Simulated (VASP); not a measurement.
# LiCl (P6_3mc) in VASP: a series of runs, part 2 of 2

VASP 6.6.1.

### 3 Relaxation of cell and atoms, PBEsol

This run uses another cell than the first one, of 21.20 Å³/atom, 1.052 times its volume.

File INCAR:

```
SYSTEM = LiCl
ALGO = Normal ; EDIFF = 1E-6
EDIFFG = -0.01 ; ENCUT = 600
GGA = PS ; IBRION = 2
ISIF = 3 ; ISMEAR = -1
LASPH = .True. ; LCHARG = .False.
LREAL = .False. ; LWAVE = .False.
NELM = 80 ; NSW = 100
PREC = Accurate ; SIGMA = 0.03
```

File KPOINTS:

```
k-points
0
Gamma
  6 6 4
  0 0 0
```

File POSCAR:

```
LiCl
1.0
    3.9248822083      0.0000000000      0.0000000000
   -1.9624411042      3.3990476993      0.0000000000
    0.0000000000      0.0000000000      6.3571610000
Li Cl
2 2
Direct
    0.6666666700      0.3333333300      0.8760170000
    0.3333333300      0.6666666700      0.3760170000
    0.6666666700      0.3333333300      0.4989840000
    0.3333333300      0.6666666700      0.9989840000
```

Potentials or basis: VASP PAW PBE potentials, release 64 (Li_sv, Cl).

Command:

```bash
$ cat potpaw_PBE.64/Li_sv/POTCAR potpaw_PBE.64/Cl/POTCAR > POTCAR
$ mpirun -np 1 vasp_std > vasp.out
```

OUTCAR:

```text
SYSTEM = LiCl
   EDIFF = 1E-6
   EDIFFG = -0.01
   ENCUT = 600
   GGA = PS
   IBRION = 2
   ISIF = 3
   ISMEAR = -1
   LASPH = .True.
   LREAL = .False.
   NELM = 80
   NSW = 100
   PREC = Accurate

 ion  position               nearest neighbor table
   1  0.667  0.333  0.876-   3 2.40   4 2.40   4 2.40   4 2.40
   2  0.333  0.667  0.376-   4 2.40   3 2.40   3 2.40   3 2.40
   3  0.667  0.333  0.499-   1 2.40   2 2.40   2 2.40   2 2.40
   4  0.333  0.667  0.999-   2 2.40   1 2.40   1 2.40   1 2.40

  LATTYP: Found a hexagonal cell.
 ALAT       =     3.9248822083
 C/A-ratio  =     1.6197074619

  Lattice vectors:

 A1 = (   3.9248822083,   0.0000000000,   0.0000000000)
 A2 = (  -1.9624411042,   3.3990476993,   0.0000000000)
 A3 = (   0.0000000000,   0.0000000000,   6.3571610000)

Analysis of symmetry for initial positions (statically):
=====================================================================
 Subroutine PRICEL returns:
 Original cell was already a primitive cell.

 Routine SETGRP: Setting up the symmetry group for a
 hexagonal supercell.

 Subroutine GETGRP returns: Found 12 space group operations
 (whereof  6 operations were pure point group operations)
 out of a pool of 24 trial point group operations.

The static configuration has the point symmetry C_3v.
 The point group associated with its full space group is C_6v.

Analysis of symmetry for dynamics (positions and initial velocities):
=====================================================================
 Subroutine PRICEL returns:
 Original cell was already a primitive cell.

 Routine SETGRP: Setting up the symmetry group for a
 hexagonal supercell.

 Subroutine GETGRP returns: Found 12 space group operations
 (whereof  6 operations were pure point group operations)
 out of a pool of 24 trial point group operations.

[... 111 lines left out ...]
   PSTRESS=    0.0 pullay stress
   NELECT =      20.0000    total number of electrons
   NUPDOWN=      -1.0000    fix difference up-down
   EMIN   =  10.00;   EMAX   =-10.00  energy-range for DOS
   EFERMI =   0.00;   METHOD = LEGACY
   ISMEAR =    -1;   SIGMA  =   0.03  broadening in eV -4-tet -1-fermi 0-gaus
   EFERMI_NEDOS =   21; number of points for ismear=-14 and -15
   IALGO  =     38    algorithm
   IMIX   =      4    mixing-type and parameters
     AMIX     =   0.40;   BMIX     =  1.00
     AMIX_MAG =   1.60;   BMIX_MAG =  1.00
  volume/ion in A,a.u.               =      21.20       143.08
  Fermi-wavevector in a.u.,A,eV,Ry     =   1.011430  1.911325 13.918631  1.022990
  Thomas-Fermi vector in A             =   2.144479
   LORBIT       =      0    0 simple, 1 ext, 2 COOP (PROOUT), +10 PAW based schemes
   GGA     = PS    functional components
   LHFCALC =     F    Hartree Fock is set to
   AEXX    =    0.0000 exact exchange contribution
   IVDW    =     0    specifies the selected vdW correction
   LEPSILON=     F    determine dielectric tensor
   LRPA    =     F    only Hartree local field effects (RPA)
 conjugate gradient relaxation of ions
 non-spin polarized calculation
  energy-cutoff  :      600.00
  volume of cell :       84.81
 maximum number of plane-waves:      2850
 NGX is ok and might be reduce to    32
   NGX = 15   NGY = 15   NGZ = 25

--------------------------------------- Ionic step        1  -------------------------------------------

 number of electron      19.9999993 magnetization

 Free energy of the ion-electron system (eV)
  ---------------------------------------------------
  ext. energy  EPLUGINS =         0.00000000
  ---------------------------------------------------
  free energy    TOTEN  =       -15.19989569 eV

  energy without entropy =      -15.19989569  energy(sigma->0) =      -15.19989569

------------------------ aborting loop because EDIFF is reached ----------------------------------------

  FORCE on cell =-STRESS in cart. coord.  units (eV):
  Direction    XX          YY          ZZ          XY          YZ          ZX
  --------------------------------------------------------------------------------------
  -------------------------------------------------------------------------------------
  Total       -0.6004789     -0.6004789     -0.6957204      0.0000000      0.0000000      0.0000000
  in kB      -11.3438704    -11.3438704    -13.1431133      0.0000000      0.0000000      0.0000000
  external PRESSURE =     -11.9436180 kB  Pullay stress =       0.0000000 kB
[... 215 lines left out ...]
--------------------------------------- Ionic step        7  -------------------------------------------

 number of electron      20.0000002 magnetization

 Free energy of the ion-electron system (eV)
  ---------------------------------------------------
  ext. energy  EPLUGINS =         0.00000000
  ---------------------------------------------------
  free energy    TOTEN  =       -15.21776645 eV

  energy without entropy =      -15.21776645  energy(sigma->0) =      -15.21776645

 E-fermi :  -0.3572     XC(G=0):  -7.9639

 val. band max:       -1.0418525166   @ k =   0.0000   0.0000   0.0000
 cond. band min:       4.8215990451   @ k =   0.0000   0.0000   0.0000
 fundamental gap:      5.8634515617
 Fermi energy:        -0.3571710157

 k-point     1 :       0.0000    0.0000    0.0000
  band No.  band energies     occupation
      1     -43.2369      2.00000
      2     -43.2348      2.00000
      3     -13.8599      2.00000
      4     -13.5164      2.00000
      5      -3.2582      2.00000
      6      -1.4782      2.00000
      7      -1.4782      2.00000
      8      -1.1279      2.00000
      9      -1.1279      2.00000
     10      -1.0419      2.00000
     11       4.8216      0.00000
     12       7.0901      0.00000
     13       8.8324      0.00000
     14       8.8324      0.00000
[... 369 lines left out ...]
  FREE ENERGIE OF THE ION-ELECTRON SYSTEM (eV)
  ---------------------------------------------------
  free  energy   TOTEN  =       -15.2177664548 eV

  energy  without entropy=      -15.2177664548  energy(sigma->0) =      -15.21776645

 reached required accuracy - stopping structural energy minimisation
```

OSZICAR:

```text
N       E                     dE             d eps       ncg     rms          rms(c)
DAV:   1     0.138452078270E+03    0.13845E+03   -0.98735E+03   588   0.150E+03
DAV:   2     0.105624229660E+01   -0.13740E+03   -0.13303E+03   750   0.284E+02
DAV:   3    -0.146828785789E+02   -0.15739E+02   -0.15717E+02  1046   0.868E+01
DAV:   4    -0.153528246814E+02   -0.66995E+00   -0.66907E+00   874   0.189E+01
[... 52 lines left out ...]
DAV:   2    -0.152182428541E+02   -0.40497E-03   -0.15811E-02   708   0.112E+00    0.147E-01
DAV:   3    -0.152178562451E+02    0.38661E-03   -0.74512E-04   954   0.232E-01    0.775E-02
DAV:   4    -0.152177628976E+02    0.93347E-04   -0.30649E-04   768   0.134E-01    0.157E-02
DAV:   5    -0.152177655117E+02   -0.26140E-05   -0.18839E-05   800   0.364E-02    0.111E-02
DAV:   6    -0.152177664548E+02   -0.94311E-06   -0.15039E-06   536   0.117E-02
   7 F= -.15217766E+02 E0= -.15217766E+02  d E =-.864709E-03
```

It took 67 s on 1 thread of Intel Xeon Platinum 8488C (Sapphire Rapids), shared host; peak memory 0.23 GiB.

What came out:

| Property | Result |
| --- | --- |
| Free energy | -15.2178 eV |
| Relaxed volume | 20.12 Å³/atom |
| Relaxed cell | a = 3.874 Å, b = 3.874 Å, c = 6.194 Å, α = 90.00°, β = 90.00°, γ = 120.00° |
| Space group after relaxing (to 0.05 Å) | P6_3mc (No. 186) |
| Energy gained by relaxing | 4.5 meV/atom |
| Ionic steps | 7 |
| Pressure after relaxing | 0.0 GPa |
| Band gap on the k mesh | 5.86 eV, direct |

The path:
| step | energy change (eV) | largest force (eV/Å) | pressure (GPa) | volume (Å³) |
| --- | --- | --- | --- | --- |
| 1 | 0.0000 | 0.0173 | -1.19 | 84.81 |
| 2 | -0.0116 | 0.0178 | -0.70 | 82.88 |
| 3 | -0.0170 | 0.0189 | -0.06 | 80.73 |
| 4 | -0.0170 | 0.0191 | 0.01 | 80.49 |
| 5 | -0.0171 | 0.0169 | 0.01 | 80.49 |
| 6 | -0.0175 | 0.0113 | 0.01 | 80.49 |
| 7 | -0.0179 | 0.0001 | 0.01 | 80.50 |

Final structure:
```
CELL_PARAMETERS angstrom
3.87386 0.00000 0.00000
-1.93693 3.35486 0.00000
0.00000 0.00000 6.19393
ATOMIC_POSITIONS crystal
Li 0.66667 0.33333 0.87819
Li 0.33333 0.66667 0.37819
Cl 0.66667 0.33333 0.49681
Cl 0.33333 0.66667 0.99681
```

Caveat: the cutoff is under 1.25 times the usual one of these potentials, so pressure, stress and relaxed cells hold a basis-set (Pulay) error; the PAW data sets were made with another functional, which shifts forces and pressure a little. A hybrid or GW would open this gap; PBEsol tends to underestimate it.
